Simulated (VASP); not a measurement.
# Ti in VASP: single point with PBEsol

Aim: the single point of Ti with PBEsol.

Program: VASP 6.6.1. These are calculated values, not measurements. Logs are shortened: lines on timing, memory, paths and dates and some standing lists are left out, and cuts for length are marked.

## 1. The cell of the first run

The cell holds a slab with vacuum, 9 atoms: a = 2.900 Å, b = 2.900 Å, c = 33.364 Å, α = 90.00°, β = 90.00°, γ = 120.00°.

## 2. Single point, PBEsol (atoms taken out)

The input, INCAR:

```
SYSTEM = Ti
  ALGO = Normal
  DIPOL = 0.5 0.5 0.500
  EDIFF = 1E-6
  ENCUT = 520
  GGA = PS
  IDIPOL = 3
  ISIF = 2
  ISMEAR = 0
  LASPH = .True.
  LCHARG = .False.
  LDIPOL = .True.
  LREAL = .False.
  LWAVE = .False.
  NBANDS = 64
  NELM = 100
  PREC = Accurate
  SIGMA = 0.1
```

The input, KPOINTS:

```
k-points
0
Gamma
  12 12 1
  0 0 0
```

The input, POSCAR:

```
Ti
1.0
    2.9004352002      0.0000000000      0.0000000000
   -1.4502176001      2.5118505654      0.0000000000
    0.0000000000      0.0000000000     33.3639617879
Ti
9
Direct
    0.6666666667      0.3333333333      0.2247934477
    0.3333333333      0.6666666667      0.2935950858
    0.6666666667      0.3333333333      0.3623967239
    0.3333333333      0.6666666667      0.4311983619
    0.6666666667      0.3333333333      0.5000000000
    0.3333333333      0.6666666667      0.5688016381
    0.6666666667      0.3333333333      0.6376032761
    0.3333333333      0.6666666667      0.7064049142
    0.6666666667      0.3333333333      0.7752065523
```

Potentials or basis: VASP PAW PBE potentials, release 64 (Ti_sv).

Run with:

```console
> cat potpaw_PBE.64/Ti_sv/POTCAR > POTCAR
> mpirun -np 1 vasp_std > vasp.out
```

OUTCAR:

```text
SYSTEM = Ti
   EDIFF = 1E-6
   ENCUT = 520
   GGA = PS
   ISIF = 2
   ISMEAR = 0
   LASPH = .True.
   LREAL = .False.
   NELM = 100
   PREC = Accurate

 ion  position               nearest neighbor table
   1  0.667  0.333  0.225-   2 2.84   2 2.84   2 2.84
   2  0.333  0.667  0.294-   1 2.84   3 2.84   1 2.84   3 2.84   1 2.84   3 2.84
   3  0.667  0.333  0.362-   4 2.84   4 2.84   4 2.84   2 2.84   2 2.84   2 2.84
   4  0.333  0.667  0.431-   3 2.84   3 2.84   3 2.84   5 2.84   5 2.84   5 2.84
   5  0.667  0.333  0.500-   4 2.84   6 2.84   4 2.84   6 2.84   4 2.84   6 2.84
   6  0.333  0.667  0.569-   7 2.84   7 2.84   7 2.84   5 2.84   5 2.84   5 2.84
   7  0.667  0.333  0.638-   6 2.84   6 2.84   6 2.84   8 2.84   8 2.84   8 2.84
   8  0.333  0.667  0.706-   7 2.84   9 2.84   7 2.84   9 2.84   7 2.84   9 2.84
   9  0.667  0.333  0.775-   8 2.84   8 2.84   8 2.84

  LATTYP: Found a hexagonal cell.
 ALAT       =     2.9004352002
 C/A-ratio  =    11.5030881523

  Lattice vectors:

 A1 = (   2.9004352002,   0.0000000000,   0.0000000000)
 A2 = (  -1.4502176001,   2.5118505654,   0.0000000000)
 A3 = (   0.0000000000,   0.0000000000,  33.3639617879)

Analysis of symmetry for initial positions (statically):
=====================================================================
 Subroutine PRICEL returns:
 Original cell was already a primitive cell.

 Routine SETGRP: Setting up the symmetry group for a
 hexagonal supercell.

 Subroutine GETGRP returns: Found 12 space group operations
 (whereof 12 operations were pure point group operations)
 out of a pool of 24 trial point group operations.

The static configuration has the point symmetry D_3h.

Analysis of symmetry for dynamics (positions and initial velocities):
=====================================================================
 Subroutine PRICEL returns:
 Original cell was already a primitive cell.

 Routine SETGRP: Setting up the symmetry group for a
 hexagonal supercell.

 Subroutine GETGRP returns: Found 12 space group operations
 (whereof 12 operations were pure point group operations)
 out of a pool of 24 trial point group operations.

The dynamic configuration has the point symmetry D_3h.

 Subroutine INISYM returns: Found 12 space group operations
 (whereof 12 operations are pure point group operations),
 and found     1 'primitive' translations

----------------------------------------------------------------------------------------

                                     Primitive cell

  volume of cell :     243.0718

  direct lattice vectors                    reciprocal lattice vectors
     2.900435200  0.000000000  0.000000000     0.344775846  0.199056428  0.000000000
    -1.450217600  2.511850565  0.000000000     0.000000000  0.398112855  0.000000000
     0.000000000  0.000000000 33.363961788     0.000000000  0.000000000  0.029972460

  length of vectors
     2.900435200  2.900435200 33.363961788     0.398112855  0.398112855  0.029972460

  position of ions in fractional coordinates (direct lattice)
     0.666666667  0.333333333  0.224793448
     0.333333333  0.666666667  0.293595086
     0.666666667  0.333333333  0.362396724
     0.333333333  0.666666667  0.431198362
     0.666666667  0.333333333  0.500000000
     0.333333333  0.666666667  0.568801638
     0.666666667  0.333333333  0.637603276
     0.333333333  0.666666667  0.706404914
     0.666666667  0.333333333  0.775206552

  ion indices of the primitive-cell ions
   primitive index   ion index
                 1           1
                 2           2
                 3           3
                 4           4
                 5           5
                 6           6
                 7           7
                 8           8
                 9           9

----------------------------------------------------------------------------------------

 KPOINTS: k-points

Automatic generation of k-mesh.
 Grid dimensions read from file:
 generate k-points for:   12   12    1

 Generating k-lattice:

  Cartesian coordinates                     Fractional coordinates (reciprocal lattice)
     0.028731321  0.016588036  0.000000000     0.083333333 -0.000000000  0.000000000
     0.000000000  0.033176071  0.000000000     0.000000000  0.083333333  0.000000000
     0.000000000  0.000000000  0.029972460     0.000000000  0.000000000  1.000000000

  Length of vectors
     0.033176071  0.033176071  0.029972460

  Shift w.r.t. Gamma in fractional coordinates (k-lattice)
     0.000000000  0.000000000  0.000000000

 Subroutine IBZKPT returns following result:
 ===========================================

 Found     19 irreducible k-points:

 Following reciprocal coordinates:
            Coordinates               Weight
  0.000000  0.000000  0.000000      1.000000
  0.083333  0.000000  0.000000      6.000000
  0.166667  0.000000  0.000000      6.000000
  0.250000  0.000000  0.000000      6.000000
  0.333333  0.000000  0.000000      6.000000
  0.416667  0.000000  0.000000      6.000000
[... 11 lines left out ...]
  0.333333  0.250000  0.000000     12.000000
  0.333333  0.333333  0.000000      2.000000
   k-points           NKPTS =     19   k-points in BZ     NKDIM =     19   number of bands    NBANDS=     64
   number of dos      NEDOS =    301   number of ions     NIONS =      9
   total plane-waves  NPLWV = 144000
   dimension x,y,z NGX =    24 NGY =   24 NGZ =  250
   dimension x,y,z NGXF=    48 NGYF=   48 NGZF=  500
   ions per type =               9
   NGX,Y,Z   is equivalent  to a cutoff of  13.76, 13.76, 12.46 a.u.
   NGXF,Y,Z  is equivalent  to a cutoff of  27.51, 27.51, 24.91 a.u.
 SYSTEM =  Ti
   PREC   = accura    normal or accurate (medium, high low for compatibility)
   ISTART =      0    job   : 0-new  1-cont  2-samecut
   ICHARG =      2    charge: 1-file 2-atom 10-const
   ISPIN  =      1    spin polarized calculation?
   LNONCOLLINEAR =      F non collinear calculations
   LSORBIT =      F    spin-orbit coupling
   LASPH  =      T    aspherical Exc in radial PAW
   ENCUT  =  520.0 eV  38.22 Ry    6.18 a.u.   5.39  5.39 62.03*2*pi/ulx,y,z
   NELM   =    100;   NELMIN=  2; NELMDL= -5     # of ELM steps
   EDIFF  = 0.1E-05   stopping-criterion for ELM
   LREAL  =      F    real-space projection
   EDIFFG = 0.1E-04   stopping-criterion for IOM
   NSW    =      0    number of steps for IOM
   IBRION =     -1    ionic relax: 0-MD 1-quasi-New 2-CG
   NFREE  =      0    steps in history (QN), initial steepest desc. (CG)
   ISIF   =      2    stress and relaxation
   ISYM   =      2    0-nonsym 1-usesym 2-fastsym
   POTIM  = 0.5000    time-step for ionic-motion
   TEBEG  =    0.0;   TEEND  =   0.0 temperature during run
   PSTRESS=    0.0 pullay stress
   NELECT =     108.0000    total number of electrons
   NUPDOWN=      -1.0000    fix difference up-down
   EMIN   =  10.00;   EMAX   =-10.00  energy-range for DOS
   EFERMI =   0.00;   METHOD = LEGACY
   ISMEAR =     0;   SIGMA  =   0.10  broadening in eV -4-tet -1-fermi 0-gaus
   EFERMI_NEDOS =   21; number of points for ismear=-14 and -15
   IALGO  =     38    algorithm
   IMIX   =      4    mixing-type and parameters
     AMIX     =   0.40;   BMIX     =  1.00
     AMIX_MAG =   1.60;   BMIX_MAG =  1.00
  volume/ion in A,a.u.               =      27.01       182.26
  Fermi-wavevector in a.u.,A,eV,Ry     =   1.249217  2.360678 21.232478  1.560543
  Thomas-Fermi vector in A             =   2.383268
   LORBIT       =      0    0 simple, 1 ext, 2 COOP (PROOUT), +10 PAW based schemes
   GGA     = PS    functional components
   LHFCALC =     F    Hartree Fock is set to
   AEXX    =    0.0000 exact exchange contribution
   IVDW    =     0    specifies the selected vdW correction
   LEPSILON=     F    determine dielectric tensor
   LRPA    =     F    only Hartree local field effects (RPA)
 non-spin polarized calculation
 Gauss-broadening in eV      SIGMA  =   0.10
  energy-cutoff  :      520.00
  volume of cell :      243.07
 maximum number of plane-waves:      6677
 NGX is ok and might be reduce to    24
   NGX = 11   NGY = 11   NGZ =125

 dipolmoment           0.000000      0.000000     -0.000000 electrons x Angstroem

 number of electron     107.9999983 magnetization

 dipolmoment           0.000000      0.000000      0.000000 electrons x Angstroem

 Free energy of the ion-electron system (eV)
  ---------------------------------------------------
  ext. energy  EPLUGINS =         0.00000000
  ---------------------------------------------------
  free energy    TOTEN  =       -73.01678625 eV

  energy without entropy =      -72.94853992  energy(sigma->0) =      -72.98266308

 E-fermi :   3.6942     XC(G=0):  -7.9559

 val. band max:        3.6858098929   @ k =   0.0833   0.0833   0.0000
 cond. band min:       3.7004439691   @ k =   0.3333   0.3333   0.0000
 fundamental gap:      0.0146340762
 Fermi energy:         3.6941574565

 k-point     1 :       0.0000    0.0000    0.0000
  band No.  band energies     occupation
      1     -52.9851      2.00000
      2     -52.9851      2.00000
      3     -52.8749      2.00000
      4     -52.8431      2.00000
      5     -52.8018      2.00000
      6     -52.7767      2.00000
[... 56 lines left out ...]
     63       4.5023      0.00000
     64       4.5215      0.00000

 k-point     2 :       0.0833    0.0000    0.0000
  band No.  band energies     occupation
      1     -52.9790      2.00000
      2     -52.9790      2.00000
      3     -52.8671      2.00000
      4     -52.8360      2.00000
      5     -52.7954      2.00000
      6     -52.7711      2.00000
[... 1128 lines left out ...]
     63       4.1611      0.00000
     64       4.1735      0.00000

 k-point    19 :       0.3333    0.3333    0.0000
  band No.  band energies     occupation
      1     -52.8831      2.00000
      2     -52.8831      2.00000
      3     -52.7160      2.00000
      4     -52.7159      2.00000
      5     -52.7051      2.00000
      6     -52.6781      2.00000
[... 56 lines left out ...]
     63       3.9770      0.00006
     64       3.9864      0.00004

------------------------ aborting loop because EDIFF is reached ----------------------------------------

 vacuum level on the upper side and lower side of the slab       (xc-potential included)        -0.268        -0.268

  FORCE on cell =-STRESS in cart. coord.  units (eV):
  Direction    XX          YY          ZZ          XY          YZ          ZX
  --------------------------------------------------------------------------------------
  -------------------------------------------------------------------------------------
  Total       -2.0476090     -2.0476090     -2.3137747     -0.0000000      0.0000000      0.0000000
  in kB      -13.4965580    -13.4965580    -15.2509559     -0.0000000      0.0000000      0.0000000
  external PRESSURE =     -14.0813573 kB  Pullay stress =       0.0000000 kB

 VOLUME and BASIS-vectors are now :
 -----------------------------------------------------------------------------
  energy-cutoff  :      520.00
  volume of cell :      243.07
      direct lattice vectors                 reciprocal lattice vectors
     2.900435200  0.000000000  0.000000000     0.344775846  0.199056428  0.000000000
    -1.450217600  2.511850565  0.000000000     0.000000000  0.398112855  0.000000000
     0.000000000  0.000000000 33.363961788     0.000000000  0.000000000  0.029972460

 POSITION                                       TOTAL-FORCE (eV/Angst)
 -----------------------------------------------------------------------------------
      1.45022      0.83728      7.50000         0.000000     -0.000000      0.570407
     -0.00000      1.67457      9.79550         0.000000     -0.000000     -0.658215
      1.45022      0.83728     12.09099         0.000000      0.000000      0.088157
     -0.00000      1.67457     14.38649        -0.000000      0.000000      0.011577
      1.45022      0.83728     16.68198         0.000000      0.000000      0.000000
     -0.00000      1.67457     18.97748        -0.000000      0.000000     -0.011577
      1.45022      0.83728     21.27297         0.000000     -0.000000     -0.088157
     -0.00000      1.67457     23.56847         0.000000     -0.000000      0.658215
      1.45022      0.83728     25.86396        -0.000000     -0.000000     -0.570407
 -----------------------------------------------------------------------------------
    total drift:                               -0.000000      0.000000      0.000000

  FREE ENERGIE OF THE ION-ELECTRON SYSTEM (eV)
  ---------------------------------------------------
  free  energy   TOTEN  =       -73.0167862464 eV

  energy  without entropy=      -72.9485399152  energy(sigma->0) =      -72.98266308

 vacuum level on the upper side and lower side of the slab         8.081         8.081
```

Run time: 27 min. Hardware: 1 thread of Intel Xeon 8259CL, shared host; peak memory 0.48 GiB.

Results:

* Free energy: -73.0168 eV
* Largest force: 0.658 eV/Å
* Band gap on the k mesh: zero (bands 54 and 55 overlap by 0.99 eV)

Forces on the atoms (eV/Å):
```
Ti   0.000  0.000  0.570
Ti   0.000  0.000 -0.658
Ti   0.000  0.000  0.088
Ti   0.000  0.000  0.012
Ti   0.000  0.000  0.000
Ti   0.000  0.000 -0.012
Ti   0.000  0.000 -0.088
Ti   0.000  0.000  0.658
Ti   0.000  0.000 -0.570
```

Caveat: the cell differs from its parent crystal (atoms taken out); the PAW data sets were made with another functional, which shifts forces and pressure a little.
